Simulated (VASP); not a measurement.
# Si2O (Ama2) in VASP: relaxation of cell and atoms with PBE

Aim: the relaxation of cell and atoms of Si2O with PBE.

All numbers are computed with VASP 6.6.1; they aren't measurements. Logs are shortened: lines on timing, memory, paths and dates and some standing lists are left out, and cuts for length are marked.

### 1 The cell of the first run

Symmetry: Ama2, No. 40, orthorhombic system. The conventional cell has a = 8.024 Å, b = 4.262 Å, c = 4.887 Å, α = 90.00°, β = 90.00°, γ = 90.00°. Within 2.5 Å of Si (site symmetry 1) lie 2 O at 1.88 to 2.13 Å and 2 Si at 2.01 to 2.47 Å. O (site symmetry m) has 4 Si at 1.88 to 2.13 Å within 2.5 Å.

### 2 Relaxation of cell and atoms, PBE

The input, INCAR:

```
PREC     = Accurate       # precision mode
ENCUT    = 600            # plane-wave cutoff, eV
EDIFF    = 1E-6           # SCF threshold, eV
ISMEAR   = 0              # smearing method
SIGMA    = 0.1            # smearing width, eV
LREAL    = F              # projectors in reciprocal space
LASPH    = T              # aspherical terms in the spheres
NELM     = 80             # most SCF steps
ALGO     = Normal         # electronic algorithm
ISIF     = 3              # what is computed and relaxed
LWAVE    = F              # write WAVECAR
LCHARG   = F              # write CHGCAR
GGA      = PE             # functional
IBRION   = 2              # ionic algorithm
NSW      = 90             # ionic steps
EDIFFG   = -0.04          # ionic threshold
```

The input, KPOINTS:

```
regular mesh
0
Gamma
  2 6 6
```

The input, POSCAR:

```
Si2O
1.0
    8.0242144767      0.0000000000      0.0000000000
    0.0000000000      2.1312294462      2.4435521256
    0.0000000000     -2.1312294462      2.4435521256
Si O
4 2
Direct
    0.1250000000      0.3117798706      0.9721149737
    0.3750000000      0.3117798706      0.9721149737
    0.6250000000      0.9721149737      0.3117798706
    0.8750000000      0.9721149737      0.3117798706
    0.7500000000      0.1666666667      0.8333333333
    0.2500000000      0.8333333333      0.1666666667
```

Potentials or basis: VASP PAW PBE potentials, release 64 (Si, O).

Command:

```
> cat potpaw_PBE.64/Si/POTCAR potpaw_PBE.64/O/POTCAR > POTCAR
> mpirun -np 1 vasp_std > vasp.out
```

OUTCAR:

```text
PREC = Accurate
   ENCUT = 600
   EDIFF = 1E-6
   ISMEAR = 0
   LREAL = F
   LASPH = T
   NELM = 80
   ISIF = 3
   GGA = PE
   IBRION = 2
   NSW = 90
   EDIFFG = -0.04

 ion  position               nearest neighbor table
   1  0.125  0.312  0.972-   6 1.88   2 2.01   6 2.13   4 2.47
   2  0.375  0.312  0.972-   6 1.88   1 2.01   6 2.13   3 2.47
   3  0.625  0.972  0.312-   5 1.88   4 2.01   5 2.13   2 2.47
   4  0.875  0.972  0.312-   5 1.88   3 2.01   5 2.13   1 2.47
   5  0.750  0.167  0.833-   3 1.88   4 1.88   3 2.13   4 2.13
   6  0.250  0.833  0.167-   1 1.88   2 1.88   1 2.13   2 2.13

  LATTYP: Found a base centered orthorhombic cell.
 ALAT       =     4.2624588924
 B/A-ratio  =     1.1465457790
 C/A-ratio  =     1.8825318154

  Lattice vectors:

 A1 = (   0.0000000000,   2.1312294462,  -2.4435521256)
 A2 = (   0.0000000000,   2.1312294462,   2.4435521256)
 A3 = (   8.0242144767,   0.0000000000,   0.0000000000)

Analysis of symmetry for initial positions (statically):
=====================================================================
 Subroutine PRICEL returns:
 Original cell was already a primitive cell.

 Routine SETGRP: Setting up the symmetry group for a
 base centered orthorhombic supercell.

 Subroutine GETGRP returns: Found  4 space group operations
 (whereof  2 operations were pure point group operations)
 out of a pool of  8 trial point group operations.

The static configuration has the point symmetry C_2 .
 The point group associated with its full space group is C_2v.

Analysis of symmetry for dynamics (positions and initial velocities):
=====================================================================
 Subroutine PRICEL returns:
 Original cell was already a primitive cell.

 Routine SETGRP: Setting up the symmetry group for a
 base centered orthorhombic supercell.

 Subroutine GETGRP returns: Found  4 space group operations
 (whereof  2 operations were pure point group operations)
 out of a pool of  8 trial point group operations.

The dynamic configuration has the point symmetry C_2 .
 The point group associated with its full space group is C_2v.

 Subroutine INISYM returns: Found  4 space group operations
 (whereof  2 operations are pure point group operations),
 and found     1 'primitive' translations

----------------------------------------------------------------------------------------

                                     Primitive cell

  volume of cell :      83.5765

[... 115 lines left out ...]
     AMIX     =   0.40;   BMIX     =  1.00
     AMIX_MAG =   1.60;   BMIX_MAG =  1.00
  volume/ion in A,a.u.               =      13.93        94.00
  Fermi-wavevector in a.u.,A,eV,Ry     =   1.137015  2.148646 17.589643  1.292802
  Thomas-Fermi vector in A             =   2.273720
   LORBIT       =      0    0 simple, 1 ext, 2 COOP (PROOUT), +10 PAW based schemes
   GGA     = PE    functional components
   LHFCALC =     F    Hartree Fock is set to
   AEXX    =    0.0000 exact exchange contribution
   IVDW    =     0    specifies the selected vdW correction
   LEPSILON=     F    determine dielectric tensor
   LRPA    =     F    only Hartree local field effects (RPA)
 conjugate gradient relaxation of ions
 non-spin polarized calculation
 Gauss-broadening in eV      SIGMA  =   0.10
  energy-cutoff  :      600.00
  volume of cell :       83.58
 maximum number of plane-waves:      2828
   NGX = 33   NGY = 13   NGZ = 13

--------------------------------------- Ionic step        1  -------------------------------------------

 number of electron      28.0000003 magnetization

 Free energy of the ion-electron system (eV)
  ---------------------------------------------------
  ext. energy  EPLUGINS =         0.00000000
  ---------------------------------------------------
  free energy    TOTEN  =       -29.67351652 eV

  energy without entropy =      -29.66595982  energy(sigma->0) =      -29.66973817

------------------------ aborting loop because EDIFF is reached ----------------------------------------

  FORCE on cell =-STRESS in cart. coord.  units (eV):
  Direction    XX          YY          ZZ          XY          YZ          ZX
  --------------------------------------------------------------------------------------
  -------------------------------------------------------------------------------------
  Total       24.1154019      0.4839581      0.3471578      0.0000000      0.0000000      0.0000000
  in kB      462.2966498      9.2775655      6.6550786      0.0000000      0.0000000      0.0000000
  external PRESSURE =     159.4097647 kB  Pullay stress =       0.0000000 kB
[... 27 lines left out ...]
--------------------------------------- Ionic step        2  -------------------------------------------

 number of electron      27.9999994 magnetization

 E-fermi :   4.9688     XC(G=0):  -9.7993

 val. band max:        4.8917099171   @ k =   0.5000   0.5000   0.1667
 cond. band min:       5.0230560814   @ k =   0.0000   0.5000   0.1667
 fundamental gap:      0.1313461643
 Fermi energy:         4.9688059370

 k-point     1 :       0.0000    0.0000    0.0000
  band No.  band energies     occupation
      1     -13.0411      2.00000
      2     -12.9713      2.00000
      3      -6.0031      2.00000
      4      -5.2655      2.00000
      5      -1.5903      2.00000
      6       0.0852      2.00000
[... 568 lines left out ...]
  FREE ENERGIE OF THE ION-ELECTRON SYSTEM (eV)
  ---------------------------------------------------
  free  energy   TOTEN  =       -31.2933446371 eV

  energy  without entropy=      -31.2775430131  energy(sigma->0) =      -31.28544383

[... ionic steps 4 to 81 ...]

--------------------------------------- Ionic step       82  -------------------------------------------

 number of electron      28.0000025 magnetization

------------------------ aborting loop because EDIFF is reached ----------------------------------------
[... 75 lines left out ...]
--------------------------------------- Ionic step       84  -------------------------------------------

 number of electron      28.0000028 magnetization

 Free energy of the ion-electron system (eV)
  ---------------------------------------------------
  ext. energy  EPLUGINS =         0.00000000
  ---------------------------------------------------
  free energy    TOTEN  =       -35.64384571 eV

  energy without entropy =      -35.64323921  energy(sigma->0) =      -35.64354246

 E-fermi :   7.4363     XC(G=0): -10.6066

 val. band max:        7.3054363327   @ k =   0.5000   0.5000   0.5000
 cond. band min:       7.5580935361   @ k =   0.0000   0.5000   0.5000
 fundamental gap:      0.2526572034
 Fermi energy:         7.4362735819

 k-point     1 :       0.0000    0.0000    0.0000
  band No.  band energies     occupation
      1     -13.7157      2.00000
      2     -13.6964      2.00000
      3      -5.4576      2.00000
      4      -4.1505      2.00000
      5      -3.7712      2.00000
      6      -0.5952      2.00000
[... 528 lines left out ...]
  FREE ENERGIE OF THE ION-ELECTRON SYSTEM (eV)
  ---------------------------------------------------
  free  energy   TOTEN  =       -35.6438457126 eV

  energy  without entropy=      -35.6432392086  energy(sigma->0) =      -35.64354246

 reached required accuracy - stopping structural energy minimisation
```

OSZICAR:

```text
N       E                     dE             d eps       ncg     rms          rms(c)
DAV:   1     0.128627793188E+03    0.12863E+03   -0.14271E+04   936   0.154E+03
DAV:   2    -0.206976800260E+02   -0.14933E+03   -0.14559E+03  1212   0.253E+02
DAV:   3    -0.320464233785E+02   -0.11349E+02   -0.11219E+02  1226   0.735E+01
DAV:   4    -0.322258446748E+02   -0.17942E+00   -0.17667E+00  1186   0.954E+00
[... 669 lines left out ...]
DAV:   2    -0.356367188074E+02   -0.31945E-03   -0.34762E-03  1020   0.426E-01    0.386E-02
DAV:   3    -0.356366965417E+02    0.22266E-04   -0.42243E-05  1168   0.557E-02    0.238E-02
DAV:   4    -0.356366837003E+02    0.12841E-04   -0.33541E-05  1072   0.525E-02    0.371E-03
DAV:   5    -0.356366845800E+02   -0.87965E-06   -0.92838E-06   930   0.207E-02
  70 F= -.35636685E+02 E0= -.35635604E+02  d E =-.570129E-03
       N       E                     dE             d eps       ncg     rms          rms(c)
DAV:   1    -0.356352682635E+02    0.141
```

Run time: 29 min. Hardware: 1 thread of Intel Xeon Platinum 8488C (Sapphire Rapids), shared host; peak memory 0.23 GiB.

What came out:

* Free energy: -35.6438 eV
* Relaxed volume: 13.47 Å³/atom
* Relaxed cell: a = 11.330 Å, b = 2.678 Å, c = 2.678 Å, α = 95.78°, β = 90.00°, γ = 90.00°
* Space group after relaxing (to 0.05 Å): Cmcm (No. 63)
* Energy gained by relaxing: 995.1 meV/atom
* Ionic steps: 84
* Pressure after relaxing: -0.1 GPa
* Largest force after relaxing: 0.034 eV/Å
* Band gap on the k mesh: zero (band 14 reaches 10.29 eV, above the bottom of band 15 at 6.16 eV)

Forces on the atoms (eV/Å):
```
Si   0.027  0.018  0.010
Si  -0.027  0.018  0.010
Si   0.027 -0.018  0.010
Si  -0.027 -0.018  0.010
O    0.000  0.012 -0.020
O    0.000 -0.012 -0.020
```

Step by step:
```tsv
step	energy change (eV)	largest force (eV/Å)	pressure (GPa)	volume (Å³)
1	0.0000	6.2634	15.94	83.58
4	-1.6597	1.3683	-4.61	89.67
7	-1.6971	1.2468	-2.53	88.35
10	-2.3107	1.5025	13.05	79.43
13	-3.7039	2.2218	14.82	77.56
16	-5.1259	0.9358	5.75	73.73
19	-5.4343	0.6760	0.21	79.49
22	-5.6014	0.6222	-0.82	83.09
25	-5.7233	0.3574	-2.83	86.48
28	-5.7877	0.2461	-2.45	85.24
31	-5.8122	0.1981	0.03	82.89
34	-5.8265	0.2875	-0.03	81.89
37	-5.8378	0.1043	1.45	80.79
40	-5.8536	0.4668	1.60	82.42
43	-5.8667	0.1458	-0.22	83.11
46	-5.8715	0.0670	-1.29	83.78
49	-5.9063	0.0846	-3.23	85.04
52	-5.9338	0.2250	-1.38	83.32
55	-5.9481	0.0982	-1.54	81.93
58	-5.9574	0.0752	0.18	80.26
61	-5.9598	0.0602	0.75	80.12
64	-5.9608	0.0614	0.11	80.44
67	-5.9625	0.0499	-0.26	81.07
70	-5.9632	0.0459	-0.46	81.21
73	-5.9648	0.1050	-0.20	81.26
76	-5.9669	0.0327	-0.35	81.00
79	-5.9683	0.0617	0.05	80.44
82	-5.9694	0.0477	0.23	80.45
84	-5.9703	0.0341	-0.10	80.83
```

Final structure:
```
Si O
1.0
    11.32996    0.00000    0.00000
     0.00000    1.98663    1.79554
     0.00000   -1.98663    1.79554
Si O
4 2
Cartesian
  1.1823 -1.3596 2.1315
  4.4827 -1.3596 2.1315
  6.8472 1.3596 2.1315
  10.1477 1.3596 2.1315
  8.4975 1.3926 2.1432
  2.8325 -1.3926 2.1432
```

Caveat: the k points lie up to 0.39 Å⁻¹ apart in the final cell.
